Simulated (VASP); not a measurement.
Wanted: the native input for a VASP 6.6.1 run.

```yaml
Task: relaxation of cell and atoms
Functional: PBE
Potentials_or_basis: VASP PAW PBE potentials, release 64 (Sn_d, Br, Cl)
Cutoff: 600 eV
k_mesh: 8 × 8 × 8
Occupations: gaussian, width 0.1 eV
Spin: no spin polarisation
Dipole_correction: no
Further_INCAR_settings: ALGO = Normal; EDIFF = 1e-07; IBRION = 2; EDIFFG = -0.01; NSW = 100; ISIF = 3
```

The structure of SnBr4Cl lies in POSCAR:

```
SnBr4Cl
1.0
    0.0000000000      4.3614146982      4.3614146982
    4.3614146982      0.0000000000      4.3614146982
    4.3614146982      4.3614146982      0.0000000000
Sn Br Cl
1 4 1
Direct
    0.2500000000      0.2500000000      0.2500000000
    0.1246416376      0.6251194541      0.6251194541
    0.6251194541      0.1246416376      0.6251194541
    0.6251194541      0.6251194541      0.1246416376
    0.6251194541      0.6251194541      0.6251194541
    0.0000000000      0.0000000000      0.0000000000
```

The cell was built from a structure type or drawn by symmetry, and may not be a known phase.

One way to write it, as run:

INCAR

```
SYSTEM = SnBr4Cl
ALGO = Normal
EDIFF = 1E-7
EDIFFG = -0.01
ENCUT = 600
GGA = PE
IBRION = 2
ISIF = 3
ISMEAR = 0
LASPH = .TRUE.
LCHARG = .FALSE.
LREAL = .FALSE.
LWAVE = .FALSE.
NELM = 80
NSW = 100
PREC = Accurate
SIGMA = 0.1
```

KPOINTS

```
k-points
0
G
  8 8 8
  0 0 0
```

Potentials or basis: VASP PAW PBE potentials, release 64 (Sn_d, Br, Cl).

Launch:

```console
$ cat potpaw_PBE.64/Sn_d/POTCAR potpaw_PBE.64/Br/POTCAR potpaw_PBE.64/Cl/POTCAR > POTCAR
$ mpirun -np 1 vasp_std > vasp.out
```

Results of the run:

The pressure after relaxing is 0.0 GPa and the band gap on the k mesh is zero (an odd number of electrons rules out a gap without spin polarisation).

Caveat: the relaxation stopped at its first step, so nothing moved; spin-orbit coupling is left out, which moves the levels of the heavy elements; an odd number of electrons without spin polarisation forces a metal; a magnetic or distorted state may lie lower.

It took 2.5 min on 1 thread of AMD EPYC 9R45 96-Core Processor (Zen 5), with other jobs on the host, peak memory 0.41 GiB.
